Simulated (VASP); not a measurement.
# Li (P1) in VASP: a series of runs, part 2 of 4

VASP 6.6.1. Earlier steps stand in the parts before.

## (3) Single point, r2SCAN

File POSCAR:

```
Li
1.0
    7.2053150000      0.0000000000      0.0000000000
    0.0000000000      7.2053150000      0.0000000000
    0.0000000000      0.0000000000      7.2053150000
Li
16
Direct
   -0.0339194053      0.0080357347      0.0055930934
    0.5012688550      0.0097011720      0.0277156516
   -0.0219560144      0.4923726444      0.0101036527
    0.0036917192      0.0118246045      0.5153834357
    0.2409193769      0.2379909830      0.2361173661
    0.4826575937      0.4819220256     -0.0227332185
    0.5117749883     -0.0095623855      0.4922338579
    0.7361093859      0.2593085798      0.2448331544
   -0.0052600060      0.5059875939      0.4948152857
    0.2618067357      0.7649630863      0.2526329522
    0.2510369082      0.2288310782      0.7448668101
    0.5078195749      0.5010606753      0.5004777723
    0.7489748887      0.7539850791      0.2588228273
    0.7708476312      0.2590587643      0.7214951740
    0.2618206144      0.7674057276      0.7893756206
    0.7495300344      0.7705145438      0.7200934310
```

File INCAR.step1:

```
SYSTEM = Li
PREC = Accurate
ENCUT = 520
ISMEAR = -1
SIGMA = 0.11
LREAL = Auto
LASPH = .True.
NELM = 100
NBANDS = 38
GGA = PE
ALGO = Normal
EDIFF = 1E-4
LWAVE = .True.
LCHARG = .False.
```

File INCAR.step2:

```
SYSTEM = Li
PREC = Accurate
ENCUT = 520
EDIFF = 1E-7
ISMEAR = -1
SIGMA = 0.11
LREAL = Auto
LASPH = .True.
NELM = 100
ALGO = Normal
ISIF = 2
LWAVE = .False.
LCHARG = .False.
METAGGA = R2SCAN
LMIXTAU = .True.
NBANDS = 38
ISTART = 1
```

File KPOINTS:

```
Automatic mesh
0
Gamma
  2 2 2
  0 0 0
```

Potentials or basis: VASP PAW PBE potentials, release 64 (Li_sv).

The run is started by

```bash
> cat potpaw_PBE.64/Li_sv/POTCAR > POTCAR
> cp INCAR.step1 INCAR
> mpirun -np 1 vasp_std > vasp.out
> cp INCAR.step2 INCAR
> mpirun -np 1 vasp_std > vasp.out
```

OUTCAR:

```text
SYSTEM = Li
   PREC = Accurate
   ENCUT = 520
   EDIFF = 1E-7
   ISMEAR = -1
   LREAL = Auto
   LASPH = .True.
   NELM = 100
   ISIF = 2
   METAGGA = R2SCAN
   ISTART = 1

 ion  position               nearest neighbor table
   1  0.966  0.008  0.006-
   2  0.501  0.010  0.028-
   3  0.978  0.492  0.010-
   4  0.004  0.012  0.515-
   5  0.241  0.238  0.236-
   6  0.483  0.482  0.977-
[... 8 lines left out ...]
  15  0.262  0.767  0.789-
  16  0.750  0.771  0.720-

  LATTYP: Found a simple cubic cell.
 ALAT       =     7.2053150000

  Lattice vectors:

 A1 = (   7.2053150000,   0.0000000000,   0.0000000000)
 A2 = (   0.0000000000,   7.2053150000,   0.0000000000)
 A3 = (   0.0000000000,   0.0000000000,   7.2053150000)

Analysis of symmetry for initial positions (statically):
=====================================================================
 Subroutine PRICEL returns:
 Original cell was already a primitive cell.

 Routine SETGRP: Setting up the symmetry group for a
 simple cubic supercell.

 Subroutine GETGRP returns: Found  1 space group operations
 (whereof  1 operations were pure point group operations)
 out of a pool of 48 trial point group operations.

The static configuration has the point symmetry C_1 .

Analysis of symmetry for dynamics (positions and initial velocities):
=====================================================================
 Subroutine PRICEL returns:
 Original cell was already a primitive cell.

 Routine SETGRP: Setting up the symmetry group for a
 simple cubic supercell.

[... 131 lines left out ...]
   EFERMI_NEDOS =   21; number of points for ismear=-14 and -15
   IALGO  =     38    algorithm
   IMIX   =      4    mixing-type and parameters
     AMIX     =   0.40;   BMIX     =  1.00
     AMIX_MAG =   1.60;   BMIX_MAG =  1.00
  volume/ion in A,a.u.               =      23.38       157.77
  Fermi-wavevector in a.u.,A,eV,Ry     =   0.825725  1.560395  9.276756  0.681822
  Thomas-Fermi vector in A             =   1.937634
   LORBIT       =      0    0 simple, 1 ext, 2 COOP (PROOUT), +10 PAW based schemes
   METAGGA = R2SCAN    functional components
   LHFCALC =     F    Hartree Fock is set to
   AEXX    =    0.0000 exact exchange contribution
   IVDW    =     0    specifies the selected vdW correction
   LEPSILON=     F    determine dielectric tensor
   LRPA    =     F    only Hartree local field effects (RPA)
 non-spin polarized calculation
  energy-cutoff  :      520.00
  volume of cell :      374.08
 maximum number of plane-waves:     10090
 NGX is ok and might be reduce to    54
   NGX = 27   NGY = 27   NGZ = 27

 number of electron      47.9999985 magnetization

 Free energy of the ion-electron system (eV)
  ---------------------------------------------------
  ext. energy  EPLUGINS =         0.00000000
  ---------------------------------------------------
  free energy    TOTEN  =       -37.50284159 eV

  energy without entropy =      -37.07521215  energy(sigma->0) =      -37.28902687

 E-fermi :   0.1382     XC(G=0):  -7.0821

 val. band max:        0.1177019765   @ k =   0.5000   0.5000   0.0000
 cond. band min:       0.1406976051   @ k =   0.5000   0.5000   0.0000
 fundamental gap:      0.0229956286
 Fermi energy:         0.1381836104

 k-point     1 :       0.0000    0.0000    0.0000
  band No.  band energies     occupation
      1     -48.2881      2.00000
      2     -48.2662      2.00000
      3     -48.2534      2.00000
      4     -48.2177      2.00000
      5     -48.1997      2.00000
      6     -48.1961      2.00000
[... 301 lines left out ...]
     35       2.9751      0.00000
     36       3.0069      0.00000
 [bands above 36 left out]

------------------------ aborting loop because EDIFF is reached ----------------------------------------

  FORCE on cell =-STRESS in cart. coord.  units (eV):
  Direction    XX          YY          ZZ          XY          YZ          ZX
  --------------------------------------------------------------------------------------
  -------------------------------------------------------------------------------------
  Total       -2.4933450     -2.2050213     -2.4690915      0.0574382      0.0071158      0.0182078
  in kB      -10.6790850     -9.4441843    -10.5752063      0.2460098      0.0304773      0.0779846
  external PRESSURE =     -10.2328252 kB  Pullay stress =       0.0000000 kB

 VOLUME and BASIS-vectors are now :
 -----------------------------------------------------------------------------
  energy-cutoff  :      520.00
  volume of cell :      374.08
      direct lattice vectors                 reciprocal lattice vectors
     7.205315000  0.000000000  0.000000000     0.138786438  0.000000000  0.000000000
     0.000000000  7.205315000  0.000000000     0.000000000  0.138786438  0.000000000
     0.000000000  0.000000000  7.205315000     0.000000000  0.000000000  0.138786438

 POSITION                                       TOTAL-FORCE (eV/Angst)
 -----------------------------------------------------------------------------------
      6.96092      0.05790      0.04030         0.115449     -0.006949     -0.031147
      3.61180      0.06990      0.19970         0.235547      0.009198     -0.273043
      7.04712      3.54770      0.07280         0.072377      0.107177     -0.135756
      0.02660      0.08520      3.71350         0.010755     -0.108728     -0.312067
      1.73590      1.71480      1.70130        -0.042897      0.044240      0.138081
      3.47770      3.47240      7.04151         0.221128      0.069976      0.132497
[... 8 lines left out ...]
      1.88650      5.52940      5.68770        -0.132477     -0.017416     -0.169379
      5.40060      5.55180      5.18850        -0.055016     -0.073372      0.215541
 -----------------------------------------------------------------------------------
    total drift:                                0.171752      0.153381     -0.076792

  FREE ENERGIE OF THE ION-ELECTRON SYSTEM (eV)
  ---------------------------------------------------
  free  energy   TOTEN  =       -37.5028415928 eV

  energy  without entropy=      -37.0752121527  energy(sigma->0) =      -37.28902687
```

OUTCAR.step1:

```text
SYSTEM = Li
   PREC = Accurate
   ENCUT = 520
   ISMEAR = -1
   LREAL = Auto
   LASPH = .True.
   NELM = 100
[... 561 lines left out ...]
      3.47770      3.47240      7.04151         0.204576      0.074400      0.118539
[... 8 lines left out ...]
      1.88650      5.52940      5.68770        -0.141118     -0.001073     -0.190948
      5.40060      5.55180      5.18850        -0.036294     -0.126432      0.251991
 -----------------------------------------------------------------------------------
    total drift:                               -0.004521      0.001956     -0.005508

  FREE ENERGIE OF THE ION-ELECTRON SYSTEM (eV)
  ---------------------------------------------------
  free  energy   TOTEN  =       -29.8219921553 eV

  energy  without entropy=      -29.3684334900  energy(sigma->0) =      -29.59521282
```

It took 8.2 min on 1 thread of Intel Xeon 6975P-C (Granite Rapids), shared host; peak memory 0.44 GiB.

Results:

```
Free energy            : -37.5028 eV
Largest force          : 0.361 eV/Å
Band gap on the k mesh : zero (band 24 reaches 0.56 eV, above the bottom of band 25 at -0.30 eV)
```

Forces on the atoms (eV/Å):
```
Li   0.115 -0.007 -0.031
Li   0.236  0.009 -0.273
Li   0.072  0.107 -0.136
Li   0.011 -0.109 -0.312
Li  -0.043  0.044  0.138
Li   0.221  0.070  0.132
Li  -0.049  0.199  0.084
Li   0.020 -0.062  0.187
Li   0.178  0.049  0.005
Li  -0.142 -0.127  0.013
Li  -0.026  0.042  0.060
Li  -0.260  0.011 -0.016
Li  -0.017 -0.043 -0.067
Li  -0.129 -0.093  0.169
Li  -0.132 -0.017 -0.169
Li  -0.055 -0.073  0.216
```

Caveat: the k points lie up to 0.44 Å⁻¹ apart; the cutoff is under 1.25 times the usual one of these potentials, so pressure, stress and relaxed cells hold a basis-set (Pulay) error; the PAW data sets were made with another functional, which shifts forces and pressure a little.

## (4) Single point, r2SCAN

File POSCAR:

```
Li
1.0
    7.2053150000      0.0000000000      0.0000000000
    0.0000000000      7.2053150000      0.0000000000
    0.0000000000      0.0000000000      7.2053150000
Li
16
Direct
   -0.0404284892      0.0128655028     -0.0269384475
    0.5104981531      0.0060649673      0.0307550746
   -0.0346133375      0.5153279211      0.0224417669
   -0.0098260798      0.0067311422      0.5062096522
    0.2408638623      0.2338273899      0.2500376458
    0.4814779090      0.4653648036     -0.0191941643
    0.4991454225     -0.0087851815      0.4815056663
    0.7445476013      0.2631807215      0.2492881991
   -0.0174176979      0.5096931918      0.4938854165
    0.2577402931      0.7517506174      0.2453050283
    0.2530770688      0.2095675206      0.7507235978
    0.5152446493      0.5143147801      0.5045858509
    0.7436038535      0.7571077739      0.2585452544
    0.7516812242      0.2578235650      0.7136953763
    0.2589754924      0.7739286901      0.7808957693
    0.7560529970      0.7726796122      0.7215368100
```

File INCAR.step1:

```
SYSTEM = Li
PREC = Accurate
ENCUT = 520
ISMEAR = -1
SIGMA = 0.11
LREAL = Auto
LASPH = .TRUE.
NELM = 100
NBANDS = 38
GGA = PE
ALGO = Normal
EDIFF = 1E-4
LWAVE = .TRUE.
LCHARG = .FALSE.
```

File INCAR.step2:

```
SYSTEM = Li
PREC = Accurate
ENCUT = 520
EDIFF = 1E-6
ISMEAR = -1
SIGMA = 0.11
LREAL = Auto
LASPH = .TRUE.
NELM = 100
ALGO = Normal
ISIF = 2
LWAVE = .FALSE.
LCHARG = .TRUE.
METAGGA = R2SCAN
LMIXTAU = .TRUE.
LELF = .TRUE.
LVHAR = .TRUE.
NBANDS = 38
ISTART = 1
```

File KPOINTS:

```
regular mesh
0
G
  2 2 2
  0 0 0
```

The run is started by

```bash
> cat potpaw_PBE.64/Li_sv/POTCAR > POTCAR
> cp INCAR.step1 INCAR
> mpirun -np 1 vasp_std > vasp.out
> cp INCAR.step2 INCAR
> mpirun -np 1 vasp_std > vasp.out
```

Run time: 8.9 min. Hardware: 1 thread of Intel Xeon 6975P-C (Granite Rapids), shared host; peak memory 0.44 GiB.

The run converged. Its results:

```yaml
Free_energy: -37.4220 eV
Largest_force: 0.332 eV/Å
Band_gap_on_the_k_mesh: zero (band 24 reaches 0.57 eV, above the bottom of band 25 at -0.29 eV)
```

Forces in eV/Å, atoms in the order of the input:
```
Li   0.109  0.010  0.230
Li   0.078 -0.021 -0.238
Li   0.133 -0.096 -0.251
Li   0.073 -0.116 -0.266
Li  -0.095  0.148  0.009
Li   0.184  0.250  0.074
Li  -0.020  0.169  0.156
Li  -0.034 -0.108  0.166
Li   0.282 -0.005  0.091
Li  -0.149  0.005 -0.004
Li  -0.034  0.183 -0.090
Li  -0.167 -0.048 -0.101
Li  -0.017  0.013 -0.046
Li  -0.049 -0.155  0.208
Li  -0.085 -0.107 -0.165
Li  -0.209 -0.121  0.228
```

Levels at points of the mesh, in eV from the Fermi level:
```
           k point  band 20  band 21  band 22  band 23  band 24  band 25  band 26  band 27
(0.00, 0.00, 0.00)    -1.05    -1.04    -1.00    -0.93     0.44     0.45     0.46     0.46
(0.50, 0.00, 0.00)    -0.57    -0.53    -0.50    -0.48    -0.43    -0.40    -0.34     1.10
(0.00, 0.50, 0.00)    -0.60    -0.54    -0.50    -0.46    -0.44    -0.42    -0.33     1.11
(0.00, 0.00, 0.50)    -0.58    -0.53    -0.50    -0.45    -0.44    -0.39    -0.39     1.16
(0.50, 0.50, 0.00)    -2.19    -0.05     0.01     0.04     0.06     0.10     0.16     0.24
(0.00, 0.50, 0.50)    -2.22    -0.01     0.01     0.07     0.07     0.09     0.16     0.21
(0.50, 0.00, 0.50)    -2.23    -0.08     0.00     0.04     0.12     0.13     0.16     0.25
(0.50, 0.50, 0.50)    -1.70    -1.66    -1.64    -1.60    -1.53     2.28     2.37     2.48
```

Caveat: the k points lie up to 0.44 Å⁻¹ apart; the cutoff is under 1.25 times the usual one of these potentials, so pressure, stress and relaxed cells hold a basis-set (Pulay) error; the PAW data sets were made with another functional, which shifts forces and pressure a little.

(Continued in part 3 of 4.)
